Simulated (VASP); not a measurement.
# La (P6_3/mmc) in VASP: notebook

The runs below take La through electric field gradients, with LDA.

Program: VASP 6.6.1. These are calculated values, not measurements. Logs are shortened: lines on timing, memory, paths and dates and some standing lists are left out, and cuts for length are marked.

### 1 The cell of the first run

Symmetry: P6_3/mmc, No. 194, hexagonal system. Conventional cell: a = 3.750 Å, b = 3.750 Å, c = 6.009 Å, α = 90.00°, β = 90.00°, γ = 120.00°. Within 4.9 Å of La (site symmetry -6m2) lie 12 La at 3.70 to 3.75 Å.

### 2 Electric field gradients, LDA (zz strain of -1 %)

INCAR reads:

```
PREC = Accurate ; ENCUT = 520
EDIFF = 1E-8 ; ISMEAR = -1
SIGMA = 0.05 ; LREAL = False
LASPH = True ; NELM = 80
ALGO = Normal ; ISIF = 2
LWAVE = False ; LCHARG = False
LEFG = True ; NBANDS = 18
```

KPOINTS reads:

```
Automatic mesh
0
Gamma
  11 11 6
```

POSCAR reads:

```
La
1.0
    3.7500020507      0.0000000000      0.0000000000
   -1.8750010253      3.2475970401      0.0000000000
    0.0000000000      0.0000000000      6.0093000000
La
2
Direct
    0.3333333333      0.6666666667      0.2500000000
    0.6666666667      0.3333333333      0.7500000000
```

Potentials or basis: VASP PAW LDA potentials, release 64 (La).

Command:

```console
$ cat potpaw_LDA.64/La/POTCAR > POTCAR
$ mpirun -np 1 vasp_std > vasp.out
```

OUTCAR:

```text
PREC = Accurate
   ENCUT = 520
   EDIFF = 1E-8
   ISMEAR = -1
   LREAL = False
   LASPH = True
   NELM = 80
   ISIF = 2

 ion  position               nearest neighbor table
   1  0.333  0.667  0.250-
   2  0.667  0.333  0.750-

  LATTYP: Found a hexagonal cell.
 ALAT       =     3.7500020507
 C/A-ratio  =     1.6024791237

  Lattice vectors:

 A1 = (   3.7500020507,   0.0000000000,   0.0000000000)
 A2 = (  -1.8750010253,   3.2475970401,   0.0000000000)
 A3 = (   0.0000000000,   0.0000000000,   6.0093000000)

Analysis of symmetry for initial positions (statically):
=====================================================================
 Subroutine PRICEL returns:
 Original cell was already a primitive cell.

 Routine SETGRP: Setting up the symmetry group for a
 hexagonal supercell.

 Subroutine GETGRP returns: Found 24 space group operations
 (whereof 12 operations were pure point group operations)
 out of a pool of 24 trial point group operations.

The static configuration has the point symmetry D_3d.
 The point group associated with its full space group is D_6h.

Analysis of symmetry for dynamics (positions and initial velocities):
=====================================================================
 Subroutine PRICEL returns:
 Original cell was already a primitive cell.

 Routine SETGRP: Setting up the symmetry group for a
 hexagonal supercell.

 Subroutine GETGRP returns: Found 24 space group operations
 (whereof 12 operations were pure point group operations)
 out of a pool of 24 trial point group operations.

The dynamic configuration has the point symmetry D_3d.
 The point group associated with its full space group is D_6h.

 Subroutine INISYM returns: Found 24 space group operations
 (whereof 12 operations are pure point group operations),
 and found     1 'primitive' translations

----------------------------------------------------------------------------------------

                                     Primitive cell

  volume of cell :      73.1842

  direct lattice vectors                    reciprocal lattice vectors
     3.750002051  0.000000000  0.000000000     0.266666521  0.153959988  0.000000000
[... 122 lines left out ...]
   NGX = 13   NGY = 13   NGZ = 23

 number of electron      21.9999997 magnetization

 Free energy of the ion-electron system (eV)
  ---------------------------------------------------
  ext. energy  EPLUGINS =         0.00000000
  ---------------------------------------------------
  free energy    TOTEN  =       -11.02121603 eV

  energy without entropy =      -10.98756633  energy(sigma->0) =      -11.00439118

 E-fermi :   7.7896     XC(G=0):  -9.8241

 val. band max:        7.7790251525   @ k =   0.2727   0.2727   0.1667
 cond. band min:       7.7914548005   @ k =   0.0909   0.0909   0.5000
 fundamental gap:      0.0124296480
 Fermi energy:         7.7896040962

 k-point     1 :       0.0000    0.0000    0.0000
  band No.  band energies     occupation
      1     -24.9333      2.00000
      2     -24.7072      2.00000
      3      -9.3707      2.00000
      4      -8.1088      2.00000
      5      -8.1088      2.00000
      6      -7.9023      2.00000
[... 481 lines left out ...]
      5      -8.5017      2.00000
      6      -8.2512      2.00000
[... 10 lines left out ...]
     17       9.4357      0.00000
     18       9.4555      0.00000

 [... further k-points ...]

------------------------ aborting loop because EDIFF is reached ----------------------------------------

  FORCE on cell =-STRESS in cart. coord.  units (eV):
  Direction    XX          YY          ZZ          XY          YZ          ZX
  --------------------------------------------------------------------------------------
  -------------------------------------------------------------------------------------
  Total       -1.3206906     -1.3206906     -1.2695218     -0.0000000      0.0000000      0.0000000
  in kB      -28.9130645    -28.9130645    -27.7928578     -0.0000000      0.0000000      0.0000000
  external PRESSURE =     -28.5396623 kB  Pullay stress =       0.0000000 kB

 VOLUME and BASIS-vectors are now :
 -----------------------------------------------------------------------------
  energy-cutoff  :      520.00
  volume of cell :       73.18
      direct lattice vectors                 reciprocal lattice vectors
     3.750002051  0.000000000  0.000000000     0.266666521  0.153959988  0.000000000
    -1.875001025  3.247597040  0.000000000     0.000000000  0.307919975  0.000000000
     0.000000000  0.000000000  6.009300000     0.000000000  0.000000000  0.166408733

 POSITION                                       TOTAL-FORCE (eV/Angst)
 -----------------------------------------------------------------------------------
     -0.00000      2.16506      1.50232        -0.000000      0.000000      0.000000
      1.87500      1.08253      4.50697         0.000000     -0.000000      0.000000
 -----------------------------------------------------------------------------------
    total drift:                               -0.000000      0.000000     -0.000000

  FREE ENERGIE OF THE ION-ELECTRON SYSTEM (eV)
  ---------------------------------------------------
  free  energy   TOTEN  =       -11.0212160337 eV

  energy  without entropy=      -10.9875663292  energy(sigma->0) =      -11.00439118

 Electric field gradients (V/A^2)
---------------------------------------------------------------------
 ion       V_xx      V_yy      V_zz      V_xy      V_xz      V_yz
---------------------------------------------------------------------
   1      -9.416    -9.416    18.832     0.000     0.000    -0.000
   2      -9.416    -9.416    18.832     0.000    -0.000     0.000
---------------------------------------------------------------------

 Electric field gradients after diagonalization (V/A^2)
 (convention: |V_zz| > |V_xx| > |V_yy|)
----------------------------------------------------------------------
 ion       V_xx      V_yy      V_zz     asymmetry (V_yy - V_xx)/ V_zz
----------------------------------------------------------------------
   1      -9.416    -9.415    18.832       0.000
   2      -9.416    -9.415    18.832       0.000
----------------------------------------------------------------------

           NMR quadrupolar parameters

 Cq : quadrupolar parameter    Cq=e*Q*V_zz/h
 eta: asymmetry parameters     (V_yy - V_xx)/ V_zz
 Q  : nuclear electric quadrupole moment in mb (millibarn)
----------------------------------------------------------------------
 ion       Cq(MHz)       eta       Q (mb)
----------------------------------------------------------------------
   1       0.046       0.000       1.000
   2       0.046       0.000       1.000
----------------------------------------------------------------------
```

It took 52 s on 1 thread of Intel Xeon Platinum 8559C (Emerald Rapids), shared host; peak memory 0.21 GiB.

Results:

```
Free energy            : -11.0212 eV
Pressure               : -2.9 GPa
Band gap on the k mesh : zero (band 11 reaches 8.82 eV, above the bottom of band 12 at 7.42 eV)
```

Stress tensor (GPa, compression positive):
```
-2.89  0.00  0.00
 0.00 -2.89  0.00
 0.00  0.00 -2.78
```

Levels at points of the mesh, in eV from the Fermi level:
```tsv
k point	band 7	band 8	band 9	band 10	band 11	band 12	band 13	band 14	band 15	band 16
(0.00, 0.00, 0.00)	-15.69	-15.64	-3.18	-1.78	1.03	1.28	1.28	1.39	1.49	1.56
(0.00, 0.00, 0.50)	-15.80	-15.80	-1.84	-1.84	0.60	0.60	1.34	1.34	1.34	1.38
```

Electric field gradients, principal values (V/Å²):
```tsv
atom	least	middle	greatest (by size)
1 La	-9.415	-9.416	18.832
2 La	-9.415	-9.416	18.832
```

Caveat: the cell differs from its parent crystal (zz strain of -1 %); without QUAD_EFG the Cq values of the log hold for a quadrupole moment of 1 mb, not for the nuclei; spin-orbit coupling is left out, which moves the levels of the heavy elements.

### 3 Electric field gradients, LDA

This run uses another cell than the first one, of 36.96 Å³/atom, 1.010 times its volume.

INCAR reads:

```
SYSTEM = La
PREC = Accurate
ENCUT = 520
EDIFF = 1E-8
ISMEAR = -1
SIGMA = 0.05
LREAL = .False.
LASPH = .True.
NELM = 80
ALGO = Normal
ISIF = 2
LWAVE = .False.
LCHARG = .False.
LEFG = .True.
NBANDS = 18
```

KPOINTS reads:

```
regular mesh
0
Gamma
  11 11 6
  0 0 0
```

Edit POSCAR of step 2 so:

```diff
@@ -4,3 +4,3 @@
    -1.8750010253      3.2475970401      0.0000000000
-    0.0000000000      0.0000000000      6.0093000000
+    0.0000000000      0.0000000000      6.0700000000
 La
```

Potentials or basis: VASP PAW LDA potentials, release 64 (La).

Command:

```console
$ cat potpaw_LDA.64/La/POTCAR > POTCAR
$ mpirun -np 1 vasp_std > vasp.out
```

OUTCAR:

```text
SYSTEM = La
   PREC = Accurate
   ENCUT = 520
   EDIFF = 1E-8
   ISMEAR = -1
   LREAL = .False.
   LASPH = .True.
   NELM = 80
   ISIF = 2

 ion  position               nearest neighbor table
   1  0.333  0.667  0.250-
   2  0.667  0.333  0.750-

  LATTYP: Found a hexagonal cell.
 ALAT       =     3.7500020507
 C/A-ratio  =     1.6186657815

  Lattice vectors:

 A1 = (   3.7500020507,   0.0000000000,   0.0000000000)
 A2 = (  -1.8750010253,   3.2475970401,   0.0000000000)
 A3 = (   0.0000000000,   0.0000000000,   6.0700000000)

Analysis of symmetry for initial positions (statically):
=====================================================================
 Subroutine PRICEL returns:
 Original cell was already a primitive cell.

 Routine SETGRP: Setting up the symmetry group for a
 hexagonal supercell.

 Subroutine GETGRP returns: Found 24 space group operations
 (whereof 12 operations were pure point group operations)
 out of a pool of 24 trial point group operations.

The static configuration has the point symmetry D_3d.
 The point group associated with its full space group is D_6h.

Analysis of symmetry for dynamics (positions and initial velocities):
=====================================================================
 Subroutine PRICEL returns:
 Original cell was already a primitive cell.

 Routine SETGRP: Setting up the symmetry group for a
 hexagonal supercell.

 Subroutine GETGRP returns: Found 24 space group operations
 (whereof 12 operations were pure point group operations)
 out of a pool of 24 trial point group operations.

The dynamic configuration has the point symmetry D_3d.
 The point group associated with its full space group is D_6h.

 Subroutine INISYM returns: Found 24 space group operations
 (whereof 12 operations are pure point group operations),
 and found     1 'primitive' translations

----------------------------------------------------------------------------------------

                                     Primitive cell

  volume of cell :      73.9235

  direct lattice vectors                    reciprocal lattice vectors
     3.750002051  0.000000000  0.000000000     0.266666521  0.153959988  0.000000000
    -1.875001025  3.247597040  0.000000000     0.000000000  0.307919975  0.000000000
     0.000000000  0.000000000  6.070000000     0.000000000  0.000000000  0.164744646

  length of vectors
     3.750002051  3.750002051  6.070000000     0.307919975  0.307919975  0.164744646

  position of ions in fractional coordinates (direct lattice)
     0.333333333  0.666666667  0.250000000
     0.666666667  0.333333333  0.750000000

  ion indices of the primitive-cell ions
   primitive index   ion index
                 1           1
                 2           2

----------------------------------------------------------------------------------------

 KPOINTS: regular mesh

Automatic generation of k-mesh.
[... 71 lines left out ...]
   NFREE  =      0    steps in history (QN), initial steepest desc. (CG)
   ISIF   =      2    stress and relaxation
   ISYM   =      2    0-nonsym 1-usesym 2-fastsym
   POTIM  = 0.5000    time-step for ionic-motion
   TEBEG  =    0.0;   TEEND  =   0.0 temperature during run
   PSTRESS=    0.0 pullay stress
   NELECT =      22.0000    total number of electrons
   NUPDOWN=      -1.0000    fix difference up-down
   EMIN   =  10.00;   EMAX   =-10.00  energy-range for DOS
   EFERMI =   0.00;   METHOD = LEGACY
   ISMEAR =    -1;   SIGMA  =   0.05  broadening in eV -4-tet -1-fermi 0-gaus
   EFERMI_NEDOS =   21; number of points for ismear=-14 and -15
   IALGO  =     38    algorithm
   IMIX   =      4    mixing-type and parameters
     AMIX     =   0.40;   BMIX     =  1.00
     AMIX_MAG =   1.60;   BMIX_MAG =  1.00
  volume/ion in A,a.u.               =      36.96       249.43
  Fermi-wavevector in a.u.,A,eV,Ry     =   1.093004  2.065477 16.254295  1.194657
  Thomas-Fermi vector in A             =   2.229280
   LORBIT       =      0    0 simple, 1 ext, 2 COOP (PROOUT), +10 PAW based schemes
   GGA     = CA    functional components
   LHFCALC =     F    Hartree Fock is set to
   AEXX    =    0.0000 exact exchange contribution
   IVDW    =     0    specifies the selected vdW correction
   LEPSILON=     F    determine dielectric tensor
   LRPA    =     F    only Hartree local field effects (RPA)
 non-spin polarized calculation
  energy-cutoff  :      520.00
  volume of cell :       73.92
 maximum number of plane-waves:      2011
 NGX is ok and might be reduce to    28
   NGX = 13   NGY = 13   NGZ = 23

 number of electron      21.9999997 magnetization

 Free energy of the ion-electron system (eV)
  ---------------------------------------------------
  ext. energy  EPLUGINS =         0.00000000
  ---------------------------------------------------
  free energy    TOTEN  =       -11.00752940 eV

  energy without entropy =      -10.97291730  energy(sigma->0) =      -10.99022335

 E-fermi :   7.6922     XC(G=0):  -9.7834

 val. band max:        7.6875127178   @ k =   0.3636   0.2727   0.3333
 cond. band min:       7.7001222777   @ k =   0.2727   0.2727   0.1667
 fundamental gap:      0.0126095598
 Fermi energy:         7.6922008111

 k-point     1 :       0.0000    0.0000    0.0000
  band No.  band energies     occupation
      1     -25.0428      2.00000
      2     -24.8335      2.00000
      3      -9.4471      2.00000
      4      -8.2163      2.00000
      5      -8.2163      2.00000
      6      -8.0253      2.00000
[... 481 lines left out ...]
      5      -8.6154      2.00000
      6      -8.3598      2.00000
[... 10 lines left out ...]
     17       9.3247      0.00000
     18       9.3646      0.00000

 [... further k-points ...]

------------------------ aborting loop because EDIFF is reached ----------------------------------------

  FORCE on cell =-STRESS in cart. coord.  units (eV):
  Direction    XX          YY          ZZ          XY          YZ          ZX
  --------------------------------------------------------------------------------------
  -------------------------------------------------------------------------------------
  Total       -1.4025830     -1.4025830     -1.4630254     -0.0000000     -0.0000000      0.0000000
  in kB      -30.3988256    -30.3988256    -31.7088220     -0.0000000     -0.0000000      0.0000000
  external PRESSURE =     -30.8354911 kB  Pullay stress =       0.0000000 kB

 VOLUME and BASIS-vectors are now :
 -----------------------------------------------------------------------------
  energy-cutoff  :      520.00
  volume of cell :       73.92
      direct lattice vectors                 reciprocal lattice vectors
     3.750002051  0.000000000  0.000000000     0.266666521  0.153959988  0.000000000
    -1.875001025  3.247597040  0.000000000     0.000000000  0.307919975  0.000000000
     0.000000000  0.000000000  6.070000000     0.000000000  0.000000000  0.164744646

 POSITION                                       TOTAL-FORCE (eV/Angst)
 -----------------------------------------------------------------------------------
     -0.00000      2.16506      1.51750         0.000000     -0.000000      0.000000
      1.87500      1.08253      4.55250        -0.000000      0.000000      0.000000
 -----------------------------------------------------------------------------------
    total drift:                               -0.000000      0.000000     -0.000000

  FREE ENERGIE OF THE ION-ELECTRON SYSTEM (eV)
  ---------------------------------------------------
  free  energy   TOTEN  =       -11.0075294044 eV

  energy  without entropy=      -10.9729173033  energy(sigma->0) =      -10.99022335

 Electric field gradients (V/A^2)
---------------------------------------------------------------------
 ion       V_xx      V_yy      V_zz      V_xy      V_xz      V_yz
---------------------------------------------------------------------
   1      -5.222    -5.221    10.443     0.000     0.000    -0.000
   2      -5.222    -5.221    10.443     0.000    -0.000     0.000
---------------------------------------------------------------------

 Electric field gradients after diagonalization (V/A^2)
 (convention: |V_zz| > |V_xx| > |V_yy|)
----------------------------------------------------------------------
 ion       V_xx      V_yy      V_zz     asymmetry (V_yy - V_xx)/ V_zz
----------------------------------------------------------------------
   1      -5.222    -5.221    10.443       0.000
   2      -5.222    -5.221    10.443       0.000
----------------------------------------------------------------------

           NMR quadrupolar parameters

 Cq : quadrupolar parameter    Cq=e*Q*V_zz/h
 eta: asymmetry parameters     (V_yy - V_xx)/ V_zz
 Q  : nuclear electric quadrupole moment in mb (millibarn)
----------------------------------------------------------------------
 ion       Cq(MHz)       eta       Q (mb)
----------------------------------------------------------------------
   1       0.025       0.000       1.000
   2       0.025       0.000       1.000
----------------------------------------------------------------------
```

OSZICAR:

```text
N       E                     dE             d eps       ncg     rms          rms(c)
DAV:   1     0.246815179475E+03    0.24682E+03   -0.81263E+03  2312   0.169E+03
DAV:   2     0.252044206297E+02   -0.22161E+03   -0.21837E+03  3240   0.299E+02
DAV:   3    -0.755159629906E+01   -0.32756E+02   -0.31829E+02  3824   0.134E+02
DAV:   4    -0.107458578064E+02   -0.31943E+01   -0.31394E+01  4576   0.385E+01
DAV:   5    -0.110069564338E+02   -0.26110E+00   -0.25950E+00  3816   0.101E+01    0.329E+00
DAV:   6    -0.110244557863E+02   -0.17499E-01   -0.56415E-01  4592   0.470E+00    0.161E+00
DAV:   7    -0.110091930303E+02    0.15263E-01   -0.39697E-02  3856   0.132E+00    0.536E-01
DAV:   8    -0.110074343856E+02    0.17586E-02   -0.67824E-03  4552   0.612E-01    0.560E-02
DAV:   9    -0.110075044163E+02   -0.70031E-04   -0.61506E-04  3896   0.156E-01    0.346E-02
DAV:  10    -0.110075301621E+02   -0.25746E-04   -0.18198E-04  4416   0.801E-02    0.282E-02
DAV:  11    -0.110075293284E+02    0.83370E-06   -0.24419E-05  3800   0.457E-02    0.678E-03
DAV:  12    -0.110075294529E+02   -0.12454E-06   -0.16585E-06  4408   0.156E-02    0.145E-03
DAV:  13    -0.110075294095E+02    0.43421E-07   -0.39581E-07  4264   0.562E-03    0.599E-04
DAV:  14    -0.110075294044E+02    0.50916E-08   -0.44582E-08  3352   0.227E-03
   1 F= -.11007529E+02 E0= -.10990223E+02  d E =-.346121E-01
```

Wall time 55 s (1 thread of Intel Xeon Platinum 8559C (Emerald Rapids), shared host); peak memory 0.22 GiB.

Results:

* Free energy: -11.0075 eV
* Pressure: -3.1 GPa
* Band gap on the k mesh: zero (band 11 reaches 8.70 eV, above the bottom of band 12 at 7.32 eV)

Levels at points of the mesh, in eV from the Fermi level:
```
           k point  band 9  band 10  band 11  band 12  band 13  band 14
(0.00, 0.00, 0.00)   -3.19    -1.76     1.00     1.30     1.30     1.38
(0.00, 0.00, 0.50)   -1.87    -1.87     0.58     0.58     1.36     1.36
```

Electric field gradients, principal values (V/Å²):
| atom | least | middle | greatest (by size) |
| --- | --- | --- | --- |
| 1 La | -5.221 | -5.222 | 10.443 |
| 2 La | -5.221 | -5.222 | 10.443 |

Caveat: without QUAD_EFG the Cq values of the log hold for a quadrupole moment of 1 mb, not for the nuclei; spin-orbit coupling is left out, which moves the levels of the heavy elements.

(Continued in part 2 of 2.)
